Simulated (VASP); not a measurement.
# CdF2 (Fm-3m) in VASP: notebook, part 2 of 2

VASP 6.6.1. Earlier steps stand in the parts before.

### Step 4. Single point, r2SCAN

File POSCAR:

```
CdF2
1.0
    0.0000000000      2.6940000000      2.6940000000
    2.6940000000      0.0000000000      2.6940000000
    2.6940000000      2.6940000000      0.0000000000
Cd F
1 2
Direct
    0.0000000000      0.0000000000      0.0000000000
    0.7500000000      0.7500000000      0.7500000000
    0.2500000000      0.2500000000      0.2500000000
```

File INCAR.step1:

```
PREC     = Accurate       # precision mode
ENCUT    = 520            # plane-wave cutoff, eV
ISMEAR   = -1             # smearing method
SIGMA    = 0.05           # smearing width, eV
LREAL    = False          # projectors in reciprocal space
LASPH    = True           # aspherical terms in the spheres
NELM     = 80             # most SCF steps
NBANDS   = 20             # bands
GGA      = PE             # functional
ALGO     = Normal         # electronic algorithm
EDIFF    = 1E-4           # SCF threshold, eV
LWAVE    = True           # write WAVECAR
LCHARG   = False          # write CHGCAR
```

File INCAR.step2:

```
PREC     = Accurate       # precision mode
ENCUT    = 520            # plane-wave cutoff, eV
EDIFF    = 1E-6           # SCF threshold, eV
ISMEAR   = -1             # smearing method
SIGMA    = 0.05           # smearing width, eV
LREAL    = False          # projectors in reciprocal space
LASPH    = True           # aspherical terms in the spheres
NELM     = 80             # most SCF steps
ALGO     = Normal         # electronic algorithm
ISIF     = 2              # what is computed and relaxed
LWAVE    = False          # write WAVECAR
LCHARG   = True           # write CHGCAR
METAGGA  = R2SCAN         # meta-GGA
LMIXTAU  = True         
LELF     = True           # ELF
LVHAR    = True         
NBANDS   = 20             # bands
ISTART   = 1
```

File KPOINTS:

```
regular mesh
0
Gamma
  5 5 5
```

Potentials or basis: VASP PAW PBE potentials, release 64 (Cd, F).

On the command line:

```bash
$ cat potpaw_PBE.64/Cd/POTCAR potpaw_PBE.64/F/POTCAR > POTCAR
$ cp INCAR.step1 INCAR
$ mpirun -np 1 vasp_std > vasp.out
$ cp INCAR.step2 INCAR
$ mpirun -np 1 vasp_std > vasp.out
```

OUTCAR:

```text
PREC = Accurate
   ENCUT = 520
   EDIFF = 1E-6
   ISMEAR = -1
   LREAL = False
   LASPH = True
   NELM = 80
   ISIF = 2
   METAGGA = R2SCAN
   ISTART = 1

 ion  position               nearest neighbor table
   1  0.000  0.000  0.000-   2 2.33   2 2.33   2 2.33   2 2.33   3 2.33   3 2.33   3 2.33   3 2.33

   2  0.750  0.750  0.750-   1 2.33   1 2.33   1 2.33   1 2.33
   3  0.250  0.250  0.250-   1 2.33   1 2.33   1 2.33   1 2.33

  LATTYP: Found a face centered cubic cell.
 ALAT       =     5.3880000000

  Lattice vectors:

 A1 = (   0.0000000000,   2.6940000000,   2.6940000000)
 A2 = (   2.6940000000,   0.0000000000,   2.6940000000)
 A3 = (   2.6940000000,   2.6940000000,   0.0000000000)

Analysis of symmetry for initial positions (statically):
=====================================================================
 Subroutine PRICEL returns:
 Original cell was already a primitive cell.

 Routine SETGRP: Setting up the symmetry group for a
 face centered cubic supercell.

 Subroutine GETGRP returns: Found 48 space group operations
 (whereof 48 operations were pure point group operations)
 out of a pool of 48 trial point group operations.

The static configuration has the point symmetry O_h .

Analysis of symmetry for dynamics (positions and initial velocities):
=====================================================================
 Subroutine PRICEL returns:
 Original cell was already a primitive cell.

 Routine SETGRP: Setting up the symmetry group for a
 face centered cubic supercell.

 Subroutine GETGRP returns: Found 48 space group operations
 (whereof 48 operations were pure point group operations)
 out of a pool of 48 trial point group operations.

The dynamic configuration has the point symmetry O_h .

 Subroutine INISYM returns: Found 48 space group operations
 (whereof 48 operations are pure point group operations),
 and found     1 'primitive' translations

----------------------------------------------------------------------------------------

                                     Primitive cell

  volume of cell :      39.1041

  direct lattice vectors                    reciprocal lattice vectors
     0.000000000  2.694000000  2.694000000    -0.185597624  0.185597624  0.185597624
     2.694000000  0.000000000  2.694000000     0.185597624 -0.185597624  0.185597624
     2.694000000  2.694000000  0.000000000     0.185597624  0.185597624 -0.185597624

  length of vectors
     3.809891337  3.809891337  3.809891337     0.321464515  0.321464515  0.321464515

  position of ions in fractional coordinates (direct lattice)
     0.000000000  0.000000000  0.000000000
     0.750000000  0.750000000  0.750000000
     0.250000000  0.250000000  0.250000000

  ion indices of the primitive-cell ions
   primitive index   ion index
                 1           1
                 2           2
                 3           3

----------------------------------------------------------------------------------------

 KPOINTS: regular mesh

Automatic generation of k-mesh.
 Grid dimensions read from file:
 generate k-points for:    5    5    5

 Generating k-lattice:

  Cartesian coordinates                     Fractional coordinates (reciprocal lattice)
    -0.037119525  0.037119525  0.037119525     0.200000000  0.000000000  0.000000000
     0.037119525 -0.037119525  0.037119525     0.000000000  0.200000000  0.000000000
     0.037119525  0.037119525 -0.037119525     0.000000000  0.000000000  0.200000000

  Length of vectors
     0.064292903  0.064292903  0.064292903

  Shift w.r.t. Gamma in fractional coordinates (k-lattice)
     0.000000000  0.000000000  0.000000000

 Subroutine IBZKPT returns following result:
 ===========================================

 Found     10 irreducible k-points:

 Following reciprocal coordinates:
            Coordinates               Weight
  0.000000  0.000000  0.000000      1.000000
  0.200000  0.000000  0.000000      8.000000
  0.400000  0.000000  0.000000      8.000000
  0.200000  0.200000  0.000000      6.000000
  0.400000  0.200000  0.000000     24.000000
 -0.400000  0.200000  0.000000     24.000000
 -0.200000  0.200000  0.000000     12.000000
  0.400000  0.400000  0.000000      6.000000
 -0.400000  0.400000  0.000000     12.000000
 -0.400000  0.400000  0.200000     24.000000
   k-points           NKPTS =     10   k-points in BZ     NKDIM =     10   number of bands    NBANDS=     20
   number of dos      NEDOS =    301   number of ions     NIONS =      3
   total plane-waves  NPLWV =  21952
   dimension x,y,z NGX =    28 NGY =   28 NGZ =   28
   dimension x,y,z NGXF=    56 NGYF=   56 NGZF=   56
   ions per type =               1   2
   NGX,Y,Z   is equivalent  to a cutoff of  12.22, 12.22, 12.22 a.u.
   NGXF,Y,Z  is equivalent  to a cutoff of  24.44, 24.44, 24.44 a.u.
 SYSTEM =  unknown system
   PREC   = accura    normal or accurate (medium, high low for compatibility)
   ISTART =      1    job   : 0-new  1-cont  2-samecut
   ICHARG =      0    charge: 1-file 2-atom 10-const
   ISPIN  =      1    spin polarized calculation?
   LNONCOLLINEAR =      F non collinear calculations
   LSORBIT =      F    spin-orbit coupling
   LASPH  =      T    aspherical Exc in radial PAW
   ENCUT  =  520.0 eV  38.22 Ry    6.18 a.u.   7.08  7.08  7.08*2*pi/ulx,y,z
   NELM   =     80;   NELMIN=  2; NELMDL=  0     # of ELM steps
   EDIFF  = 0.1E-05   stopping-criterion for ELM
   LREAL  =      F    real-space projection
   EDIFFG = 0.1E-04   stopping-criterion for IOM
   NSW    =      0    number of steps for IOM
   IBRION =     -1    ionic relax: 0-MD 1-quasi-New 2-CG
   NFREE  =      0    steps in history (QN), initial steepest desc. (CG)
   ISIF   =      2    stress and relaxation
   ISYM   =      2    0-nonsym 1-usesym 2-fastsym
   POTIM  = 0.5000    time-step for ionic-motion
   TEBEG  =    0.0;   TEEND  =   0.0 temperature during run
   PSTRESS=    0.0 pullay stress
   NELECT =      26.0000    total number of electrons
   NUPDOWN=      -1.0000    fix difference up-down
   EMIN   =  10.00;   EMAX   =-10.00  energy-range for DOS
   EFERMI =   0.00;   METHOD = LEGACY
   ISMEAR =    -1;   SIGMA  =   0.05  broadening in eV -4-tet -1-fermi 0-gaus
   EFERMI_NEDOS =   21; number of points for ismear=-14 and -15
   IALGO  =     38    algorithm
   IMIX   =      4    mixing-type and parameters
     AMIX     =   0.40;   BMIX     =  1.00
     AMIX_MAG =   1.60;   BMIX_MAG =  1.00
  volume/ion in A,a.u.               =      13.03        87.96
  Fermi-wavevector in a.u.,A,eV,Ry     =   1.428867  2.700166 27.778468  2.041660
  Thomas-Fermi vector in A             =   2.548882
   LORBIT       =      0    0 simple, 1 ext, 2 COOP (PROOUT), +10 PAW based schemes
   METAGGA = R2SCAN    functional components
   LHFCALC =     F    Hartree Fock is set to
   AEXX    =    0.0000 exact exchange contribution
   IVDW    =     0    specifies the selected vdW correction
   LEPSILON=     F    determine dielectric tensor
   LRPA    =     F    only Hartree local field effects (RPA)
 non-spin polarized calculation
  energy-cutoff  :      520.00
  volume of cell :       39.10
 maximum number of plane-waves:      1073
   NGX = 15   NGY = 15   NGZ = 15

 number of electron      25.9999990 magnetization

 Free energy of the ion-electron system (eV)
  ---------------------------------------------------
  ext. energy  EPLUGINS =         0.00000000
  ---------------------------------------------------
  free energy    TOTEN  =       -33.71935776 eV

  energy without entropy =      -33.71935776  energy(sigma->0) =      -33.71935776

 E-fermi :  -0.8141     XC(G=0): -11.0481

 val. band max:       -1.9513159307   @ k =  -0.4000   0.4000   0.2000
 cond. band min:       1.8826399244   @ k =   0.0000   0.0000   0.0000
 fundamental gap:      3.8339558551
 Fermi energy:        -0.8140730287

 k-point     1 :       0.0000    0.0000    0.0000
  band No.  band energies     occupation
      1     -23.8073      2.00000
      2     -22.7409      2.00000
      3      -7.4972      2.00000
      4      -7.4972      2.00000
      5      -7.4972      2.00000
      6      -6.2589      2.00000
[... 12 lines left out ...]
     19      18.9938      0.00000
[... 191 lines left out ...]
      4      -6.6940      2.00000
      5      -6.5912      2.00000
      6      -6.2517      2.00000
[... 12 lines left out ...]
     19      18.2910      0.00000
     20      20.5455      0.00000

------------------------ aborting loop because EDIFF is reached ----------------------------------------

  FORCE on cell =-STRESS in cart. coord.  units (eV):
  Direction    XX          YY          ZZ          XY          YZ          ZX
  --------------------------------------------------------------------------------------
  -------------------------------------------------------------------------------------
  Total        0.2494355      0.2494355      0.2494355      0.0000000     -0.0000000     -0.0000000
  in kB       10.2198865     10.2198865     10.2198865      0.0000000     -0.0000000     -0.0000000
  external PRESSURE =      10.2198865 kB  Pullay stress =       0.0000000 kB

 VOLUME and BASIS-vectors are now :
 -----------------------------------------------------------------------------
  energy-cutoff  :      520.00
  volume of cell :       39.10
      direct lattice vectors                 reciprocal lattice vectors
     0.000000000  2.694000000  2.694000000    -0.185597624  0.185597624  0.185597624
     2.694000000  0.000000000  2.694000000     0.185597624 -0.185597624  0.185597624
     2.694000000  2.694000000  0.000000000     0.185597624  0.185597624 -0.185597624

 POSITION                                       TOTAL-FORCE (eV/Angst)
 -----------------------------------------------------------------------------------
      0.00000      0.00000      0.00000         0.000000      0.000000      0.000000
      4.04100      4.04100      4.04100         0.000000      0.000000     -0.000000
      1.34700      1.34700      1.34700        -0.000000     -0.000000      0.000000
 -----------------------------------------------------------------------------------
    total drift:                                0.000000      0.000000      0.000000

  FREE ENERGIE OF THE ION-ELECTRON SYSTEM (eV)
  ---------------------------------------------------
  free  energy   TOTEN  =       -33.7193577600 eV

  energy  without entropy=      -33.7193577599  energy(sigma->0) =      -33.71935776
```

Run time: 65 s. Hardware: 1 thread of AMD EPYC 7R13, shared host; peak memory 0.13 GiB.

Results:

| Quantity | Value |
| --- | --- |
| Free energy | -33.7194 eV |
| Pressure | 1.0 GPa |
| Band gap on the k mesh | 3.83 eV (least direct gap 4.25 eV) |

Caveat: the PAW data sets were made with another functional, which shifts forces and pressure a little; an odd mesh through Γ misses points on the zone boundary, where band edges can lie. r2SCAN opens gaps a little over a GGA but as a rule still falls short of measured ones.

### Step 5. Single point, PBE, non-collinear spin, zero start, spin-orbit coupling

File INCAR:

```
SYSTEM = CdF2
ALGO = Normal
EDIFF = 1E-6
ENCUT = 520
GGA = PE
GGA_COMPAT = .False.
ISIF = 2
ISMEAR = -1
LASPH = .True.
LCHARG = .True.
LORBIT = 11
LORBMOM = .True.
LREAL = .False.
LSORBIT = .True.
LVHAR = .True.
LWAVE = .False.
MAGMOM = 0 0 0 0 0 0 0 0 0
NBANDS = 39
NELM = 150
PREC = Accurate
SIGMA = 0.05
```

File KPOINTS:

```
k-points
0
Gamma
  9 9 9
  0 0 0
```

POSCAR is that of step 4.

Potentials or basis: VASP PAW PBE potentials, release 64 (Cd, F).

On the command line:

```bash
$ cat potpaw_PBE.64/Cd/POTCAR potpaw_PBE.64/F/POTCAR > POTCAR
$ mpirun -np 1 vasp_ncl > vasp.out
```

OUTCAR:

```text
SYSTEM = CdF2
   EDIFF = 1E-6
   ENCUT = 520
   GGA = PE
   ISIF = 2
   ISMEAR = -1
   LASPH = .True.
   LORBIT = 11
   LREAL = .False.
   LSORBIT = .True.
   NELM = 150
   PREC = Accurate

 ion  position               nearest neighbor table
   1  0.000  0.000  0.000-   2 2.33   2 2.33   2 2.33   2 2.33   3 2.33   3 2.33   3 2.33   3 2.33

   2  0.750  0.750  0.750-   1 2.33   1 2.33   1 2.33   1 2.33
   3  0.250  0.250  0.250-   1 2.33   1 2.33   1 2.33   1 2.33

  LATTYP: Found a face centered cubic cell.
 ALAT       =     5.3880000000

  Lattice vectors:

 A1 = (   0.0000000000,   2.6940000000,   2.6940000000)
 A2 = (   2.6940000000,   0.0000000000,   2.6940000000)
 A3 = (   2.6940000000,   2.6940000000,   0.0000000000)

Analysis of symmetry for initial positions (statically):
=====================================================================
 Subroutine PRICEL returns:
 Original cell was already a primitive cell.

 Routine SETGRP: Setting up the symmetry group for a
 face centered cubic supercell.

 Subroutine GETGRP returns: Found 48 space group operations
 (whereof 48 operations were pure point group operations)
 out of a pool of 48 trial point group operations.
[... 1251 lines left out ...]
    -0.0051445    -0.0012861     0.0000000    -0.0012861     0.0000000
 l=   3
     0.0000000     0.0000000     0.0000000     0.0000000     0.0000000     0.0000000     0.0000000
     0.0000000     0.0000000     0.0000000     0.0000000     0.0000000     0.0000000     0.0000000
     0.0000000     0.0000000     0.0000000     0.0000000     0.0000000     0.0000000     0.0000000
     0.0000000     0.0000000     0.0000000     0.0000000     0.0000000     0.0000000     0.0000000
[... 29 lines left out ...]
 l=   2
     0.0000000     0.0000000     0.0000000     0.0000000     0.0000000
     0.0000000     0.0000000     0.0000000     0.0000000     0.0000000
     0.0000000     0.0000000     0.0000000     0.0000000     0.0000000
     0.0000000     0.0000000     0.0000000     0.0000000     0.0000000
     0.0000000     0.0000000     0.0000000     0.0000000     0.0000000
 l=   3
     0.0000000     0.0000000     0.0000000     0.0000000     0.0000000     0.0000000     0.0000000
     0.0000000     0.0000000     0.0000000     0.0000000     0.0000000     0.0000000     0.0000000
     0.0000000     0.0000000     0.0000000     0.0000000     0.0000000     0.0000000     0.0000000
     0.0000000     0.0000000     0.0000000     0.0000000     0.0000000     0.0000000     0.0000000
     0.0000000     0.0000000     0.0000000     0.0000000     0.0000000     0.0000000     0.0000000
     0.0000000     0.0000000     0.0000000     0.0000000     0.0000000     0.0000000     0.0000000
     0.0000000     0.0000000     0.0000000     0.0000000     0.0000000     0.0000000     0.0000000

 total charge

# of ion       s       p       d       tot
------------------------------------------
    1        0.231   0.197   9.692  10.120
    2        1.740   4.343   0.000   6.083
    3        1.740   4.343   0.000   6.083
--------------------------------------------------
tot          3.711   8.883   9.692  22.286

 magnetization (x)

# of ion       s       p       d       tot
------------------------------------------
    1        0.000   0.000  -0.000   0.000
    2        0.000  -0.000   0.000  -0.000
    3        0.000  -0.000   0.000  -0.000
--------------------------------------------------
tot          0.000  -0.000  -0.000  -0.000

 magnetization (y)

# of ion       s       p       d       tot
------------------------------------------
    1        0.000   0.000   0.000   0.000
    2        0.000  -0.000   0.000  -0.000
    3        0.000  -0.000   0.000  -0.000
--------------------------------------------------
tot          0.000  -0.000   0.000  -0.000

 magnetization (z)

# of ion       s       p       d       tot
------------------------------------------
    1        0.000  -0.000   0.000   0.000
    2        0.000  -0.000   0.000  -0.000
    3        0.000  -0.000   0.000  -0.000
--------------------------------------------------
tot          0.000  -0.000   0.000  -0.000
```

stdout:

```text
POSCAR found type information on POSCAR CdF
 POSCAR found :  2 types and       3 ions
 scaLAPACK will be used
 LDA part: xc-table for (Slater+PW92), standard interpolation
 POSCAR, INCAR and KPOINTS ok, starting setup
 FFT: planning ... GRIDC
 FFT: planning ... GRID_SOFT
 FFT: planning ... GRID
 WAVECAR not read
 entering main loop
```

Wall time 3.2 min (1 thread of AMD EPYC 7R13, shared host); peak memory 0.25 GiB.

Results:

* Free energy: -10.8826 eV
* Pressure: 6.2 GPa
* Net moment: 0.00 μB per cell
* Valence electrons inside the program's atomic spheres: Cd 10.12; F 6.08

Moments on the atoms (μB; x, y, z):
```
Cd  0.00 0.00 0.00
F   0.00 0.00 0.00
F   0.00 0.00 0.00
```

Caveat: the cell stands under pressure.

### Step 6. Single point, LDA

This run uses another cell than the first one, of 12.77 Å³/atom.

File INCAR:

```
SYSTEM = CdF2
PREC = Accurate
ENCUT = 700
EDIFF = 1E-6
ISMEAR = -1
SIGMA = 0.05
LREAL = .False.
LASPH = .True.
NELM = 120
ALGO = Normal
ISIF = 2
LWAVE = .False.
LCHARG = .True.
LELF = .True.
LVHAR = .True.
NBANDS = 24
GGA_COMPAT = .False.
```

File KPOINTS:

```
regular mesh
0
Gamma
  9 9 9
  0 0 0
```

File POSCAR:

```
CdF2
1.0
    0.0000000000      2.6759189183      2.6759189183
    2.6759189183      0.0000000000      2.6759189183
    2.6759189183      2.6759189183      0.0000000000
Cd F
1 2
Direct
    0.0000000000      0.0000000000      0.0000000000
    0.7500000000      0.7500000000      0.7500000000
    0.2500000000      0.2500000000      0.2500000000
```

Potentials or basis: VASP PAW LDA potentials, release 64 (Cd_sv_GW, F).

On the command line:

```bash
$ cat potpaw_LDA.64/Cd_sv_GW/POTCAR potpaw_LDA.64/F/POTCAR > POTCAR
$ mpirun -np 1 vasp_std > vasp.out
```

Wall time 35 s (1 thread of Intel Xeon Platinum 8375C at 2.90GHz (Ice Lake), shared host); peak memory 0.21 GiB.

The run converged. Its results:

* Free energy: -12.8161 eV
* Pressure: -3.8 GPa
* Band gap on the k mesh: 2.92 eV (least direct gap 3.34 eV)

Levels at points of the mesh, in eV from the valence-band top:
| k point | band 15 | band 16 | band 17 | band 18 | band 19 | band 20 |
| --- | --- | --- | --- | --- | --- | --- |
| (0.00, 0.00, 0.00) | -0.43 | -0.43 | -0.43 | 2.92 | 12.43 | 12.43 |

Caveat: the cell stands under tension; an odd mesh through Γ misses points on the zone boundary, where band edges can lie.

### Step 7. The runs side by side

| level | potentials or basis | spin | cell | k mesh | cutoff (eV) | gap on the mesh (eV) | pressure (GPa) |
| --- | --- | --- | --- | --- | --- | --- | --- |
| revPBE | VASP PAW PBE potentials, release 64 (Cd, F) | off | a = 3.810 Å, angles 60.0°, 3 atoms | 5 × 5 × 5 | 520 | 3.31 | 9.8 |
| BLYP | VASP PAW PBE potentials, release 64 (Cd, F) | off | a = 3.810 Å, angles 60.0°, 3 atoms | 5 × 5 × 5 | 520 | 3.22 | 9.4 |
| r2SCAN | VASP PAW PBE potentials, release 64 (Cd, F) | off | a = 3.810 Å, angles 60.0°, 3 atoms | 5 × 5 × 5 | 520 | 3.83 | 1.0 |
| PBE | VASP PAW PBE potentials, release 64 (Cd, F) | non-collinear, zero start, SOC | a = 3.810 Å, angles 60.0°, 3 atoms | 9 × 9 × 9 | 520 | - | 6.2 |
| LDA | VASP PAW LDA potentials, release 64 (Cd_sv_GW, F) | off | a = 3.784 Å, angles 60.0°, 3 atoms | 9 × 9 × 9 | 700 | 2.92 | -3.8 |

Alike in all rows: task single point; smearing fermi-dirac 0.05 eV.

Caveats: an odd mesh through Γ misses points on the zone boundary, where band edges can lie (at least some runs); the cell stands under pressure (at least some runs); the PAW data sets were made with another functional, which shifts forces and pressure a little (at least some runs); the cell stands under tension (at least some runs).

Total energies depend on the potentials used, so only differences within one code and one set of settings carry meaning.
